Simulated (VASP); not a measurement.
# SnO2 (R3m) in VASP: single point with PBE

Aim: the single point of SnO2 with PBE.

Program: VASP 6.6.1. These are calculated values, not measurements. Logs are shortened: lines on timing, memory, paths and dates and some standing lists are left out, and cuts for length are marked.

## Step 1: The cell of the first run

The structure is trigonal, space group R3m (No. 160). The conventional cell has a = 3.123 Å, b = 3.123 Å, c = 13.690 Å, α = 90.00°, β = 90.00°, γ = 120.00°. Within 2.5 Å of Sn (site symmetry 3m) lie 6 O at 1.87 to 2.35 Å. Within 2.5 Å of O (site symmetry 3m) lie 3 Sn at 1.87 Å. Within 3.2 Å of O (site symmetry 3m) lie 4 Sn at 2.35 to 3.06 Å and 12 O at 2.71 to 3.12 Å.

## Step 2: Single point, PBE (strained and its atoms moved)

Input file INCAR:

```
SYSTEM = SnO2
PREC     = Accurate       ! precision mode
ENCUT    = 520            ! plane-wave cutoff, eV
EDIFF    = 1E-6           ! SCF threshold, eV
ISMEAR   = 0              ! smearing method
SIGMA    = 0.02           ! smearing width, eV
LREAL    = .False.        ! projectors in reciprocal space
LASPH    = .True.         ! aspherical terms in the spheres
NELM     = 100            ! most SCF steps
ALGO     = Normal         ! electronic algorithm
ISIF     = 2              ! what is computed and relaxed
LWAVE    = .False.        ! write WAVECAR
LCHARG   = .True.         ! write CHGCAR
GGA      = PE             ! functional
LELF     = .True.         ! ELF
LVHAR    = .True.       
NBANDS   = 20             ! bands
```

Input file KPOINTS:

```
regular mesh
0
Gamma
  12 12 12
  0 0 0
```

Input file POSCAR:

```
SnO2
1.0
    1.5614327316      0.9014936079      4.5633472985
   -1.5614327316      0.9014936079      4.5633472985
    0.0000000000     -1.8029872158      4.5633472985
Sn O
1 2
Direct
    0.5242724818      0.5242724818      0.5242724818
    0.2282174094      0.2282174094      0.2282174094
    0.7475101088      0.7475101088      0.7475101088
```

Potentials or basis: VASP PAW PBE potentials, release 64 (Sn_d, O).

On the command line:

```
> cat potpaw_PBE.64/Sn_d/POTCAR potpaw_PBE.64/O/POTCAR > POTCAR
> mpirun -np 1 vasp_std > vasp.out
```

OUTCAR:

```text
SYSTEM = SnO2
   PREC = Accurate
   ENCUT = 520
   EDIFF = 1E-6
   ISMEAR = 0
   LREAL = .False.
   LASPH = .True.
   NELM = 100
   ISIF = 2
   GGA = PE

 ion  position               nearest neighbor table
   1  0.524  0.524  0.524-   2 1.87   2 1.87   2 1.87   3 2.35   3 2.35   3 2.35
   2  0.228  0.228  0.228-   1 1.87   1 1.87   1 1.87
   3  0.748  0.748  0.748-   1 2.35   1 2.35   1 2.35

  LATTYP: Found a trigonal (rhomboedric) cell.
 ALAT       =     4.9066181293
 COS(alpha) =     0.7974594265

  Lattice vectors:

 A1 = (   1.5614327316,   0.9014936079,   4.5633472985)
 A2 = (  -1.5614327316,   0.9014936079,   4.5633472985)
 A3 = (   0.0000000000,  -1.8029872158,   4.5633472985)

Analysis of symmetry for initial positions (statically):
=====================================================================
 Subroutine PRICEL returns:
 Original cell was already a primitive cell.

 Routine SETGRP: Setting up the symmetry group for a
 trigonal (rhombohedral) supercell.

 Subroutine GETGRP returns: Found  6 space group operations
 (whereof  6 operations were pure point group operations)
 out of a pool of 12 trial point group operations.

The static configuration has the point symmetry C_3v.

Analysis of symmetry for dynamics (positions and initial velocities):
=====================================================================
 Subroutine PRICEL returns:
 Original cell was already a primitive cell.

 Routine SETGRP: Setting up the symmetry group for a
 trigonal (rhombohedral) supercell.

 Subroutine GETGRP returns: Found  6 space group operations
 (whereof  6 operations were pure point group operations)
 out of a pool of 12 trial point group operations.

The dynamic configuration has the point symmetry C_3v.

 Subroutine INISYM returns: Found  6 space group operations
 (whereof  6 operations are pure point group operations),
 and found     1 'primitive' translations

----------------------------------------------------------------------------------------

                                     Primitive cell

  volume of cell :      38.5408

  direct lattice vectors                    reciprocal lattice vectors
     1.561432732  0.901493608  4.563347299     0.320218726  0.184878368  0.073045795
    -1.561432732  0.901493608  4.563347299    -0.320218726  0.184878368  0.073045795
     0.000000000 -1.802987216  4.563347299     0.000000000 -0.369756735  0.073045795

  length of vectors
     4.906618129  4.906618129  4.906618129     0.376902814  0.376902814  0.376902814

  position of ions in fractional coordinates (direct lattice)
     0.524272482  0.524272482  0.524272482
     0.228217409  0.228217409  0.228217409
     0.747510109  0.747510109  0.747510109

  ion indices of the primitive-cell ions
   primitive index   ion index
                 1           1
                 2           2
                 3           3

----------------------------------------------------------------------------------------

 KPOINTS: regular mesh

Automatic generation of k-mesh.
 Grid dimensions read from file:
 generate k-points for:   12   12   12

 Generating k-lattice:

  Cartesian coordinates                     Fractional coordinates (reciprocal lattice)
     0.026684894  0.015406531  0.006087150     0.083333333  0.000000000  0.000000000
    -0.026684894  0.015406531  0.006087150     0.000000000  0.083333333  0.000000000
     0.000000000 -0.030813061  0.006087150     0.000000000  0.000000000  0.083333333

  Length of vectors
     0.031408568  0.031408568  0.031408568

  Shift w.r.t. Gamma in fractional coordinates (k-lattice)
     0.000000000  0.000000000  0.000000000

 Subroutine IBZKPT returns following result:
 ===========================================

 Found    189 irreducible k-points:

 Following reciprocal coordinates:
            Coordinates               Weight
  0.000000  0.000000  0.000000      1.000000
  0.083333 -0.000000  0.000000      6.000000
  0.166667  0.000000 -0.000000      6.000000
  0.250000 -0.000000 -0.000000      6.000000
  0.333333 -0.000000  0.000000      6.000000
  0.416667  0.000000 -0.000000      6.000000
[... 16 lines left out ...]
  0.500000  0.166667  0.000000     12.000000
 -0.416667  0.166667  0.000000     12.000000
 [... further k-points ...]
   k-points           NKPTS =    189   k-points in BZ     NKDIM =    189   number of bands    NBANDS=     20
   number of dos      NEDOS =    301   number of ions     NIONS =      3
   total plane-waves  NPLWV =  46656
   dimension x,y,z NGX =    36 NGY =   36 NGZ =   36
   dimension x,y,z NGXF=    72 NGYF=   72 NGZF=   72
   ions per type =               1   2
   NGX,Y,Z   is equivalent  to a cutoff of  12.20, 12.20, 12.20 a.u.
   NGXF,Y,Z  is equivalent  to a cutoff of  24.40, 24.40, 24.40 a.u.
 SYSTEM =  SnO2
   PREC   = accura    normal or accurate (medium, high low for compatibility)
   ISTART =      0    job   : 0-new  1-cont  2-samecut
   ICHARG =      2    charge: 1-file 2-atom 10-const
   ISPIN  =      1    spin polarized calculation?
   LNONCOLLINEAR =      F non collinear calculations
   LSORBIT =      F    spin-orbit coupling
   LASPH  =      T    aspherical Exc in radial PAW
   ENCUT  =  520.0 eV  38.22 Ry    6.18 a.u.   9.12  9.12  9.12*2*pi/ulx,y,z
   NELM   =    100;   NELMIN=  2; NELMDL= -5     # of ELM steps
   EDIFF  = 0.1E-05   stopping-criterion for ELM
   LREAL  =      F    real-space projection
   EDIFFG = 0.1E-04   stopping-criterion for IOM
   NSW    =      0    number of steps for IOM
   IBRION =     -1    ionic relax: 0-MD 1-quasi-New 2-CG
   NFREE  =      0    steps in history (QN), initial steepest desc. (CG)
   ISIF   =      2    stress and relaxation
   ISYM   =      2    0-nonsym 1-usesym 2-fastsym
   POTIM  = 0.5000    time-step for ionic-motion
   TEBEG  =    0.0;   TEEND  =   0.0 temperature during run
   PSTRESS=    0.0 pullay stress
   NELECT =      26.0000    total number of electrons
   NUPDOWN=      -1.0000    fix difference up-down
   EMIN   =  10.00;   EMAX   =-10.00  energy-range for DOS
   EFERMI =   0.00;   METHOD = LEGACY
   ISMEAR =     0;   SIGMA  =   0.02  broadening in eV -4-tet -1-fermi 0-gaus
   EFERMI_NEDOS =   21; number of points for ismear=-14 and -15
   IALGO  =     38    algorithm
   IMIX   =      4    mixing-type and parameters
     AMIX     =   0.40;   BMIX     =  1.00
     AMIX_MAG =   1.60;   BMIX_MAG =  1.00
  volume/ion in A,a.u.               =      12.85        86.70
  Fermi-wavevector in a.u.,A,eV,Ry     =   1.435795  2.713259 28.048502  2.061507
  Thomas-Fermi vector in A             =   2.555054
   LORBIT       =      0    0 simple, 1 ext, 2 COOP (PROOUT), +10 PAW based schemes
   GGA     = PE    functional components
   LHFCALC =     F    Hartree Fock is set to
   AEXX    =    0.0000 exact exchange contribution
   IVDW    =     0    specifies the selected vdW correction
   LEPSILON=     F    determine dielectric tensor
   LRPA    =     F    only Hartree local field effects (RPA)
 non-spin polarized calculation
 Gauss-broadening in eV      SIGMA  =   0.02
  energy-cutoff  :      520.00
  volume of cell :       38.54
 maximum number of plane-waves:      1054
   NGX = 19   NGY = 19   NGZ = 19

 number of electron      25.9999998 magnetization

 Free energy of the ion-electron system (eV)
  ---------------------------------------------------
  ext. energy  EPLUGINS =         0.00000000
  ---------------------------------------------------
  free energy    TOTEN  =       -15.57751105 eV

  energy without entropy =      -15.57751105  energy(sigma->0) =      -15.57751105

 E-fermi :   6.2388     XC(G=0): -10.7439

 val. band max:        6.1570538875   @ k =   0.0000   0.0000   0.0000
 cond. band min:       6.3143291779   @ k =   0.0000   0.0000   0.0000
 fundamental gap:      0.1572752904
 Fermi energy:         6.2388027613

 k-point     1 :       0.0000    0.0000    0.0000
  band No.  band energies     occupation
      1     -17.3795      2.00000
      2     -15.9206      2.00000
      3     -15.9206      2.00000
      4     -15.3061      2.00000
      5     -15.3061      2.00000
      6     -14.1250      2.00000
[... 12 lines left out ...]
     19      21.5232      0.00000
     20      22.9859      0.00000

 k-point     2 :       0.0833   -0.0000    0.0000
  band No.  band energies     occupation
      1     -17.3829      2.00000
      2     -15.8971      2.00000
      3     -15.8920      2.00000
      4     -15.3246      2.00000
      5     -15.3083      2.00000
      6     -14.0614      2.00000
[... 12 lines left out ...]
     19      21.6845      0.00000
     20      22.9909      0.00000

 k-point     3 :       0.1667    0.0000   -0.0000
  band No.  band energies     occupation
      1     -17.4075      2.00000
      2     -15.8170      2.00000
      3     -15.8140      2.00000
      4     -15.3697      2.00000
      5     -15.3131      2.00000
      6     -13.8749      2.00000
[... 12 lines left out ...]
     19      20.8970      0.00000
     20      23.0071      0.00000

 k-point     4 :       0.2500   -0.0000   -0.0000
  band No.  band energies     occupation
      1     -17.4681      2.00000
      2     -15.7090      2.00000
      3     -15.6881      2.00000
      4     -15.4168      2.00000
      5     -15.3152      2.00000
      6     -13.5741      2.00000
[... 12 lines left out ...]
     19      19.9631      0.00000
     20      22.3518      0.00000

 k-point     5 :       0.3333   -0.0000    0.0000
  band No.  band energies     occupation
      1     -17.5479      2.00000
      2     -15.6111      2.00000
      3     -15.5887      2.00000
      4     -15.4168      2.00000
      5     -15.3067      2.00000
      6     -13.1894      2.00000
[... 12 lines left out ...]
     19      19.1607      0.00000
     20      21.1281      0.00000

 k-point     6 :       0.4167    0.0000   -0.0000
  band No.  band energies     occupation
      1     -17.6132      2.00000
      2     -15.5807      2.00000
      3     -15.5508      2.00000
      4     -15.3508      2.00000
      5     -15.2867      2.00000
      6     -12.8254      2.00000
[... 12 lines left out ...]
     19      18.6790      0.00000
     20      20.4171      0.00000

 k-point     7 :       0.5000   -0.0000   -0.0000
  band No.  band energies     occupation
      1     -17.6380      2.00000
      2     -15.5870      2.00000
      3     -15.5326      2.00000
      4     -15.3182      2.00000
      5     -15.2749      2.00000
      6     -12.6671      2.00000
[... 12 lines left out ...]
     19      18.8781      0.00000
     20      20.1984      0.00000
[... 277 lines left out ...]
 k-point    20 :       0.2500    0.1667   -0.0000
  band No.  band energies     occupation
      1     -17.4388      2.00000
      2     -15.7984      2.00000
      3     -15.6914      2.00000
      4     -15.4005      2.00000
      5     -15.3176      2.00000
      6     -13.6816      2.00000
[... 12 lines left out ...]
     19      20.3662      0.00000
     20      22.1235      0.00000

 k-point    21 :       0.3333    0.1667   -0.0000
  band No.  band energies     occupation
      1     -17.4889      2.00000
      2     -15.7546      2.00000
      3     -15.5664      2.00000
      4     -15.4285      2.00000
      5     -15.3182      2.00000
      6     -13.3612      2.00000
[... 12 lines left out ...]
     19      19.9770      0.00000
     20      20.9300      0.00000

 k-point    22 :       0.4167    0.1667    0.0000
  band No.  band energies     occupation
      1     -17.5459      2.00000
      2     -15.6903      2.00000
      3     -15.5159      2.00000
      4     -15.4274      2.00000
      5     -15.3015      2.00000
      6     -12.9465      2.00000
[... 12 lines left out ...]
     19      19.6788      0.00000
     20      20.2373      0.00000

 k-point    23 :       0.5000    0.1667    0.0000
  band No.  band energies     occupation
      1     -17.5911      2.00000
      2     -15.6353      2.00000
      3     -15.5248      2.00000
      4     -15.3870      2.00000
      5     -15.2962      2.00000
      6     -12.5618      2.00000
[... 12 lines left out ...]
     19      19.5588      0.00000
     20      20.3282      0.00000

 k-point    24 :      -0.4167    0.1667    0.0000
  band No.  band energies     occupation
      1     -17.6082      2.00000
      2     -15.6138      2.00000
      3     -15.5347      2.00000
      4     -15.3409      2.00000
      5     -15.3211      2.00000
      6     -12.4028      2.00000
[... 12 lines left out ...]
     19      19.3684      0.00000
     20      20.5923      0.00000

 [... further k-points ...]
[... 5 lines left out ...]
  --------------------------------------------------------------------------------------
  -------------------------------------------------------------------------------------
  Total       12.5898469     12.5898469     -4.9048715      0.0000000      0.0000000      0.0000000
  in kB      523.3718117    523.3718117   -203.9001355      0.0000000      0.0000000      0.0000000
  external PRESSURE =     280.9478293 kB  Pullay stress =       0.0000000 kB

 VOLUME and BASIS-vectors are now :
 -----------------------------------------------------------------------------
  energy-cutoff  :      520.00
  volume of cell :       38.54
      direct lattice vectors                 reciprocal lattice vectors
     1.561432732  0.901493608  4.563347299     0.320218726  0.184878368  0.073045795
    -1.561432732  0.901493608  4.563347299    -0.320218726  0.184878368  0.073045795
     0.000000000 -1.802987216  4.563347299     0.000000000 -0.369756735  0.073045795

 POSITION                                       TOTAL-FORCE (eV/Angst)
 -----------------------------------------------------------------------------------
      0.00000      0.00000      7.17731         0.000000      0.000000     -8.202423
      0.00000      0.00000      3.12431         0.000000     -0.000000      5.099901
      0.00000      0.00000     10.23344         0.000000      0.000000      3.102522
 -----------------------------------------------------------------------------------
    total drift:                                0.000000      0.000000     -0.000663

  FREE ENERGIE OF THE ION-ELECTRON SYSTEM (eV)
  ---------------------------------------------------
  free  energy   TOTEN  =       -15.5775110509 eV

  energy  without entropy=      -15.5775110509  energy(sigma->0) =      -15.57751105
```

Run time: 2.8 min. Hardware: 1 thread of Intel Xeon 6975P-C (Granite Rapids), shared host; peak memory 0.3 GiB.

Results:

```
Free energy            : -15.5775 eV
Pressure               : 28.1 GPa
Largest force          : 8.202 eV/Å
Band gap on the k mesh : 0.16 eV
```

Forces in eV/Å, atoms in the order of the input:
```
Sn   0.000  0.000 -8.202
O    0.000  0.000  5.100
O    0.000  0.000  3.103
```

Stress tensor (GPa, compression positive):
```
 52.34   0.00   0.00
  0.00  52.34   0.00
  0.00   0.00 -20.39
```

Levels at points of the mesh, in eV from the valence-band top:
| k point | band 11 | band 12 | band 13 | band 14 | band 15 | band 16 |
| --- | --- | --- | --- | --- | --- | --- |
| (0.00, 0.00, 0.00) | -1.99 | 0.00 | 0.00 | 0.16 | 6.00 | 9.77 |
| (0.50, 0.00, 0.00) | -2.90 | -1.76 | -0.37 | 4.07 | 6.33 | 7.46 |
| (0.50, 0.50, 0.00) | -2.20 | -1.01 | -0.28 | 3.33 | 5.53 | 7.50 |
| (0.50, 0.50, 0.50) | -3.58 | -0.03 | -0.03 | 2.04 | 5.33 | 10.06 |

Caveat: the cell differs from its parent crystal (strained and its atoms moved); the stress differs along the axes, from -20 to 52 GPa; semilocal functionals underestimate gaps, and a narrow one can read as zero; spin-orbit coupling is left out, which moves the levels of the heavy elements; forces of over 1 eV/Å act on the atoms, so gaps and moduli don't describe the material at rest. A k mesh can miss the band edges.
